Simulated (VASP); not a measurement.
Slab: WS2, a slab with vacuum.

```
CELL_PARAMETERS angstrom
3.18295 0.00000 0.00000
-1.59148 2.75652 0.00000
0.00000 0.00000 28.53222
ATOMIC_POSITIONS crystal
W 0.66667 0.33333 0.43436
W 0.66667 0.33333 0.88553
W 0.00000 0.00000 0.65929
S 0.66667 0.33333 0.60463
S 0.00000 0.00000 0.37971
S 0.00000 0.00000 0.83085
S 0.66667 0.33333 0.71395
S 0.00000 0.00000 0.48903
S 0.00000 0.00000 0.94019
```

Base run:

```yaml
Program: VASP 6.6.1
Functional: PBE
Potentials_or_basis: VASP PAW PBE potentials, release 64 (W_sv, S)
Cutoff: 520 eV
k_mesh: 10 × 10 × 1
Occupations: fermi-dirac, width 0.05 eV
Spin: no spin polarisation
```

Its results: band gap on the k mesh 1.48 eV, indirect (least direct gap 2.11 eV); largest force 0.268 eV/Å.

Q: The run is repeated on the same cell with these changes: functional from PBE to LDA; potentials or basis from VASP PAW PBE potentials, release 64 (W_sv, S) to VASP PAW LDA potentials, release 64 (W_sv, S). What comes out?

A: Band gap on the k mesh 1.40 eV, indirect (least direct gap 2.10 eV); largest force 0.355 eV/Å.

Caveats: spin-orbit coupling is left out, which moves the levels of the heavy elements.

A k mesh can miss the band edges.
